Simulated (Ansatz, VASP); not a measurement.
**One calculation of TaSi2, two programs**

```
CELL_PARAMETERS angstrom
0.00000 3.02815 3.02815
3.02815 0.00000 3.02815
3.02815 3.02815 0.00000
ATOMIC_POSITIONS crystal
Ta 0.50000 0.50000 0.50000
Si 0.25000 0.25000 0.25000
Si 0.75000 0.75000 0.75000
```

Alike in both runs: functional PBE; k mesh 6 × 6 × 6; occupations gaussian, width 0.2 eV; no spin polarisation.

Ansatz relaxed the structure, and its values are those at the end. VASP's run is a single point on that final structure, the one shown.

```csv
,VASP,Ansatz
version,VASP 6.6.1,Ansatz 0.2.0
potentials or method,"VASP PAW PBE potentials, release 64 (Ta_pv, Si), cutoff 500 eV","scalar-relativistic, plane waves, PAW"
valence electrons in the cell,19,21
```

```csv
,VASP,Ansatz,Ansatz less VASP
gap on the k mesh at the Fermi level (eV),none,none,-
pressure (GPa),0.2,0.2,-0.04
```

A gap of «none» marks a metal or a gap that the smearing closes. The functional is the same, so the differences come from potentials, cutoffs and numerics. VASP's potentials hold 19 valence electrons a cell and Ansatz's 21, so a difference there can come from the potentials and not from the codes.

Spin-orbit coupling is off throughout.
